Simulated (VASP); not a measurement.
# BiSe3 (Fm-3m) in VASP: a series of runs

Runs on BiSe3. Level: PBE. Tasks: relaxation of cell and atoms, single point.

Program: VASP 6.6.1. These are calculated values, not measurements. Logs are shortened: lines on timing, memory, paths and dates and some standing lists are left out, and cuts for length are marked.

## (1) The cell of the first run

The structure is cubic, space group Fm-3m (No. 225). Conventional cell: a = 7.816 Å, b = 7.816 Å, c = 7.816 Å, α = 90.00°, β = 90.00°, γ = 90.00°. Within 4.4 Å of Bi (site symmetry m-3m) lie 14 Se at 3.38 to 3.91 Å. Se (site symmetry -43m) has 4 Bi at 3.38 Å and 10 Se at 3.38 to 3.91 Å within 4.4 Å. Within 4.4 Å of Se (site symmetry m-3m) lie 8 Se at 3.38 Å and 6 Bi at 3.91 Å.

The cell was built from a structure type or drawn by symmetry, and may not be a known phase.

## (2) Relaxation of cell and atoms, PBE

Input file INCAR:

```
SYSTEM = BiSe3
PREC = Accurate ; ENCUT = 600
EDIFF = 1E-6 ; ISMEAR = 0
SIGMA = 0.1 ; LREAL = .False.
LASPH = .True. ; NELM = 80
ALGO = Normal ; ISIF = 3
LWAVE = .False. ; LCHARG = .False.
GGA = PE ; IBRION = 2
NSW = 90 ; EDIFFG = -0.04
```

Input file KPOINTS:

```
Automatic mesh
0
Gamma
  4 4 4
  0 0 0
```

Input file POSCAR:

```
BiSe3
1.0
    0.0000000000      3.9082015700      3.9082015700
    3.9082015700      0.0000000000      3.9082015700
    3.9082015700      3.9082015700      0.0000000000
Bi Se
1 3
Direct
    0.5000000000      0.5000000000      0.5000000000
    0.2500000000      0.2500000000      0.2500000000
    0.7500000000      0.7500000000      0.7500000000
    0.0000000000      0.0000000000      0.0000000000
```

Potentials or basis: VASP PAW PBE potentials, release 64 (Bi_d, Se).

On the command line:

```console
> cat potpaw_PBE.64/Bi_d/POTCAR potpaw_PBE.64/Se/POTCAR > POTCAR
> mpirun -np 1 vasp_std > vasp.out
```

OUTCAR:

```text
SYSTEM = BiSe3
   PREC = Accurate
   ENCUT = 600
   EDIFF = 1E-6
   ISMEAR = 0
   LREAL = .False.
   LASPH = .True.
   NELM = 80
   ISIF = 3
   GGA = PE
   IBRION = 2
   NSW = 90
   EDIFFG = -0.04

 ion  position               nearest neighbor table
   1  0.500  0.500  0.500-
   2  0.250  0.250  0.250-
   3  0.750  0.750  0.750-
   4  0.000  0.000  0.000-

  LATTYP: Found a face centered cubic cell.
 ALAT       =     7.8164031400

  Lattice vectors:

 A1 = (   0.0000000000,   3.9082015700,   3.9082015700)
 A2 = (   3.9082015700,   0.0000000000,   3.9082015700)
 A3 = (   3.9082015700,   3.9082015700,   0.0000000000)

Analysis of symmetry for initial positions (statically):
=====================================================================
 Subroutine PRICEL returns:
 Original cell was already a primitive cell.

 Routine SETGRP: Setting up the symmetry group for a
 face centered cubic supercell.

 Subroutine GETGRP returns: Found 48 space group operations
 (whereof 48 operations were pure point group operations)
 out of a pool of 48 trial point group operations.

The static configuration has the point symmetry O_h .

Analysis of symmetry for dynamics (positions and initial velocities):
=====================================================================
 Subroutine PRICEL returns:
 Original cell was already a primitive cell.

 Routine SETGRP: Setting up the symmetry group for a
 face centered cubic supercell.

 Subroutine GETGRP returns: Found 48 space group operations
 (whereof 48 operations were pure point group operations)
 out of a pool of 48 trial point group operations.

The dynamic configuration has the point symmetry O_h .

 Subroutine INISYM returns: Found 48 space group operations
 (whereof 48 operations are pure point group operations),
 and found     1 'primitive' translations

----------------------------------------------------------------------------------------

                                     Primitive cell

  volume of cell :     119.3881

  direct lattice vectors                    reciprocal lattice vectors
     0.000000000  3.908201570  3.908201570    -0.127936083  0.127936083  0.127936083
     3.908201570  0.000000000  3.908201570     0.127936083 -0.127936083  0.127936083
     3.908201570  3.908201570  0.000000000     0.127936083  0.127936083 -0.127936083

  length of vectors
     5.527031665  5.527031665  5.527031665     0.221591796  0.221591796  0.221591796

  position of ions in fractional coordinates (direct lattice)
     0.500000000  0.500000000  0.500000000
     0.250000000  0.250000000  0.250000000
     0.750000000  0.750000000  0.750000000
     0.000000000  0.000000000  0.000000000

  ion indices of the primitive-cell ions
   primitive index   ion index
                 1           1
                 2           2
                 3           3
                 4           4

----------------------------------------------------------------------------------------

 KPOINTS: Automatic mesh

Automatic generation of k-mesh.
 Grid dimensions read from file:
 generate k-points for:    4    4    4

 Generating k-lattice:

  Cartesian coordinates                     Fractional coordinates (reciprocal lattice)
    -0.031984021  0.031984021  0.031984021     0.250000000  0.000000000  0.000000000
     0.031984021 -0.031984021  0.031984021     0.000000000  0.250000000  0.000000000
     0.031984021  0.031984021 -0.031984021     0.000000000  0.000000000  0.250000000

  Length of vectors
     0.055397949  0.055397949  0.055397949

  Shift w.r.t. Gamma in fractional coordinates (k-lattice)
     0.000000000  0.000000000  0.000000000

 Subroutine IBZKPT returns following result:
 ===========================================

 Found      8 irreducible k-points:

 Following reciprocal coordinates:
            Coordinates               Weight
  0.000000  0.000000  0.000000      1.000000
  0.250000  0.000000  0.000000      8.000000
  0.500000  0.000000  0.000000      4.000000
  0.250000  0.250000  0.000000      6.000000
  0.500000  0.250000  0.000000     24.000000
 -0.250000  0.250000  0.000000     12.000000
  0.500000  0.500000  0.000000      3.000000
 -0.250000  0.500000  0.250000      6.000000
   k-points           NKPTS =      8   k-points in BZ     NKDIM =      8   number of bands    NBANDS=     20
   number of dos      NEDOS =    301   number of ions     NIONS =      4
   total plane-waves  NPLWV = 110592
   dimension x,y,z NGX =    48 NGY =   48 NGZ =   48
   dimension x,y,z NGXF=    96 NGYF=   96 NGZF=   96
   ions per type =               1   3
   NGX,Y,Z   is equivalent  to a cutoff of  14.44, 14.44, 14.44 a.u.
   NGXF,Y,Z  is equivalent  to a cutoff of  28.88, 28.88, 28.88 a.u.
 SYSTEM =  BiSe3
   PREC   = accura    normal or accurate (medium, high low for compatibility)
   ISTART =      0    job   : 0-new  1-cont  2-samecut
   ICHARG =      2    charge: 1-file 2-atom 10-const
   ISPIN  =      1    spin polarized calculation?
   LNONCOLLINEAR =      F non collinear calculations
   LSORBIT =      F    spin-orbit coupling
   LASPH  =      T    aspherical Exc in radial PAW
   ENCUT  =  600.0 eV  44.10 Ry    6.64 a.u.  11.04 11.04 11.04*2*pi/ulx,y,z
   NELM   =     80;   NELMIN=  2; NELMDL= -5     # of ELM steps
   EDIFF  = 0.1E-05   stopping-criterion for ELM
   LREAL  =      F    real-space projection
   EDIFFG = -.4E-01   stopping-criterion for IOM
   NSW    =     90    number of steps for IOM
   IBRION =      2    ionic relax: 0-MD 1-quasi-New 2-CG
   NFREE  =      1    steps in history (QN), initial steepest desc. (CG)
   ISIF   =      3    stress and relaxation
   ISYM   =      2    0-nonsym 1-usesym 2-fastsym
   POTIM  = 0.5000    time-step for ionic-motion
   TEBEG  =    0.0;   TEEND  =   0.0 temperature during run
   PSTRESS=    0.0 pullay stress
   NELECT =      33.0000    total number of electrons
   NUPDOWN=      -1.0000    fix difference up-down
   EMIN   =  10.00;   EMAX   =-10.00  energy-range for DOS
   EFERMI =   0.00;   METHOD = LEGACY
   ISMEAR =     0;   SIGMA  =   0.10  broadening in eV -4-tet -1-fermi 0-gaus
   EFERMI_NEDOS =   21; number of points for ismear=-14 and -15
   IALGO  =     38    algorithm
   IMIX   =      4    mixing-type and parameters
     AMIX     =   0.40;   BMIX     =  1.00
     AMIX_MAG =   1.60;   BMIX_MAG =  1.00
  volume/ion in A,a.u.               =      29.85       201.42
  Fermi-wavevector in a.u.,A,eV,Ry     =   1.066414  2.015230 15.473075  1.137239
  Thomas-Fermi vector in A             =   2.201998
   LORBIT       =      0    0 simple, 1 ext, 2 COOP (PROOUT), +10 PAW based schemes
   GGA     = PE    functional components
   LHFCALC =     F    Hartree Fock is set to
   AEXX    =    0.0000 exact exchange contribution
   IVDW    =     0    specifies the selected vdW correction
   LEPSILON=     F    determine dielectric tensor
   LRPA    =     F    only Hartree local field effects (RPA)
 conjugate gradient relaxation of ions
 non-spin polarized calculation
 Gauss-broadening in eV      SIGMA  =   0.10
  energy-cutoff  :      600.00
  volume of cell :      119.39
 maximum number of plane-waves:      4001
 NGX is ok and might be reduce to    48
   NGX = 23   NGY = 23   NGZ = 23

--------------------------------------- Ionic step        1  -------------------------------------------

 number of electron      33.0000001 magnetization

 Free energy of the ion-electron system (eV)
  ---------------------------------------------------
  ext. energy  EPLUGINS =         0.00000000
  ---------------------------------------------------
  free energy    TOTEN  =       -12.43984388 eV

  energy without entropy =      -12.40582432  energy(sigma->0) =      -12.42283410

 E-fermi :   3.3556     XC(G=0):  -9.2832

 val. band max:        3.3336490722   @ k =   0.5000   0.5000   0.0000
 cond. band min:       3.3755574329   @ k =  -0.2500   0.5000   0.2500
 fundamental gap:      0.0419083607
 Fermi energy:         3.3555891473

 k-point     1 :       0.0000    0.0000    0.0000
  band No.  band energies     occupation
      1     -20.0654      2.00000
      2     -20.0654      2.00000
      3     -20.0594      2.00000
      4     -20.0594      2.00000
      5     -20.0594      2.00000
      6     -10.1505      2.00000
[... 12 lines left out ...]
     19       5.8356      0.00000
     20       5.8356      0.00000
[... 219 lines left out ...]
 POSITION                                       TOTAL-FORCE (eV/Angst)
 -----------------------------------------------------------------------------------
      3.59082      3.59082      3.59082         0.000000     -0.000000      0.000000
      1.79541      1.79541      1.79541         0.000000      0.000000      0.000000
      5.38622      5.38622      5.38622        -0.000000     -0.000000     -0.000000
      7.18163      3.59082      3.59082         0.000000     -0.000000      0.000000
 -----------------------------------------------------------------------------------
    total drift:                               -0.000000     -0.000000     -0.000000

  FREE ENERGIE OF THE ION-ELECTRON SYSTEM (eV)
  ---------------------------------------------------
  free  energy   TOTEN  =       -13.3634548032 eV

  energy  without entropy=      -13.3359038209  energy(sigma->0) =      -13.34967931

--------------------------------------- Ionic step        3  -------------------------------------------

 number of electron      33.0000002 magnetization

 Free energy of the ion-electron system (eV)
  ---------------------------------------------------
  ext. energy  EPLUGINS =         0.00000000
  ---------------------------------------------------
  free energy    TOTEN  =       -13.36479316 eV

  energy without entropy =      -13.33655965  energy(sigma->0) =      -13.35067641

 E-fermi :   5.9871     XC(G=0): -10.4036

 val. band max:        5.9710978444   @ k =   0.2500   0.0000   0.0000
 cond. band min:       6.0633645543   @ k =  -0.2500   0.5000   0.2500
 fundamental gap:      0.0922667099
 Fermi energy:         5.9871111700

 k-point     1 :       0.0000    0.0000    0.0000
  band No.  band energies     occupation
      1     -17.2730      2.00000
      2     -17.2730      2.00000
      3     -17.2730      2.00000
      4     -17.2710      2.00000
      5     -17.2710      2.00000
      6      -9.1504      2.00000
[... 12 lines left out ...]
     19       9.6300      0.00000
     20       9.6300      0.00000
[... 181 lines left out ...]
 POSITION                                       TOTAL-FORCE (eV/Angst)
 -----------------------------------------------------------------------------------
      3.60050      3.60050      3.60050        -0.000000     -0.000000     -0.000000
      1.80025      1.80025      1.80025        -0.000000     -0.000000     -0.000000
      5.40074      5.40074      5.40074         0.000000      0.000000      0.000000
      0.00000      0.00000      0.00000        -0.000000     -0.000000     -0.000000
 -----------------------------------------------------------------------------------
    total drift:                               -0.000000     -0.000000     -0.000000

  FREE ENERGIE OF THE ION-ELECTRON SYSTEM (eV)
  ---------------------------------------------------
  free  energy   TOTEN  =       -13.3647931620 eV

  energy  without entropy=      -13.3365596511  energy(sigma->0) =      -13.35067641

 reached required accuracy - stopping structural energy minimisation
```

Run time: 1.9 min. Hardware: 1 thread of Intel Xeon 6455B, shared host; peak memory 0.33 GiB.

Results:

| Quantity | Value |
| --- | --- |
| Free energy | -13.3648 eV |
| Relaxed volume | 23.34 Å³/atom |
| Relaxed cell | a = 5.092 Å, b = 5.092 Å, c = 5.092 Å, α = 60.00°, β = 60.00°, γ = 60.00° |
| Space group after relaxing (to 0.1 Å) | Fm-3m (No. 225) |
| Energy gained by relaxing | 231.2 meV/atom |
| Ionic steps | 3 |
| Pressure after relaxing | 0.0 GPa |
| Band gap on the k mesh | zero (an odd number of electrons rules out a gap without spin polarisation) |

Step by step:
```csv
step,energy change (eV),largest force (eV/Å),pressure (GPa),volume (Å³)
1,0.0000,0.0000,-9.04,119.39
2,-0.9236,0.0000,0.55,92.60
3,-0.9249,0.0000,0.03,93.35
```

Final structure:
```yaml
crystal:
  lattice:
    - [0.00000, 3.60050, 3.60050]
    - [3.60050, 0.00000, 3.60050]
    - [3.60050, 3.60050, 0.00000]
  atoms:
    - { symbol: Bi, position: [0.50000, 0.50000, 0.50000] }
    - { symbol: Se, position: [0.25000, 0.25000, 0.25000] }
    - { symbol: Se, position: [0.75000, 0.75000, 0.75000] }
    - { symbol: Se, position: [0.00000, 0.00000, 0.00000] }
```

Levels at points of the mesh, in eV from the Fermi level:
```tsv
k point	band 13	band 14	band 15	band 16	band 17	band 18	band 19	band 20
(0.00, 0.00, 0.00)	-3.19	-3.19	-3.19	-2.36	-2.36	-2.36	3.64	3.64
(0.50, 0.00, 0.00)	-3.82	-2.59	-2.52	0.27	0.27	0.84	1.84	1.84
(0.50, 0.50, 0.00)	-1.71	-0.74	-0.74	-0.27	-0.02	-0.02	1.82	3.23
```

Caveat: the volume moved by over 15 % at a fixed basis, so the end points are rough; spin-orbit coupling is left out, which moves the levels of the heavy elements.

## (3) Single point, PBE

This run uses another cell than the first one, of 23.30 Å³/atom.

Input file INCAR:

```
ALGO     = Normal         # electronic algorithm
EDIFF    = 1E-6           # SCF threshold, eV
ENCUT    = 520            # plane-wave cutoff, eV
GGA      = PE             # functional
ISIF     = 2              # what is computed and relaxed
ISMEAR   = 0              # smearing method
LASPH    = True           # aspherical terms in the spheres
LCHARG   = False          # write CHGCAR
LREAL    = False          # projectors in reciprocal space
LWAVE    = False          # write WAVECAR
NBANDS   = 24             # bands
NELM     = 80             # most SCF steps
PREC     = Accurate       # precision mode
SIGMA    = 0.1            # smearing width, eV
```

Input file KPOINTS:

```
k-points
0
Gamma
  12 12 12
```

Input file POSCAR:

```
BiSe3
1.0
    0.0000000000      3.5986531157      3.5986531157
    3.5986531157      0.0000000000      3.5986531157
    3.5986531157      3.5986531157      0.0000000000
Bi Se
1 3
Direct
    0.5000000000      0.5000000000      0.5000000000
    0.2500000000      0.2500000000      0.2500000000
    0.7500000000      0.7500000000      0.7500000000
    0.0000000000      0.0000000000      0.0000000000
```

Potentials or basis: VASP PAW PBE potentials, release 64 (Bi_d, Se).

On the command line:

```console
> cat potpaw_PBE.64/Bi_d/POTCAR potpaw_PBE.64/Se/POTCAR > POTCAR
> mpirun -np 1 vasp_std > vasp.out
```

It took 3.1 min on 1 thread of Intel Xeon 6455B, shared host; peak memory 0.33 GiB.

The run converged. Its results:

```yaml
Free_energy: -13.4086 eV
Pressure: 0.0 GPa
Band_gap_on_the_k_mesh: zero (an odd number of electrons rules out a gap without spin polarisation)
```

Levels at points of the mesh, in eV from the Fermi level:
```csv
k point,band 13,band 14,band 15,band 16,band 17,band 18,band 19,band 20
"(0.00, 0.00, 0.00)",-3.17,-3.17,-3.17,-2.35,-2.35,-2.35,3.67,3.67
"(0.50, 0.00, 0.00)",-3.82,-2.58,-2.50,0.29,0.29,0.86,1.86,1.86
"(0.50, 0.50, 0.00)",-1.70,-0.74,-0.74,-0.27,0.01,0.01,1.86,3.25
```

Caveat: spin-orbit coupling is left out, which moves the levels of the heavy elements.

(Part 1 of 2 ends here.)
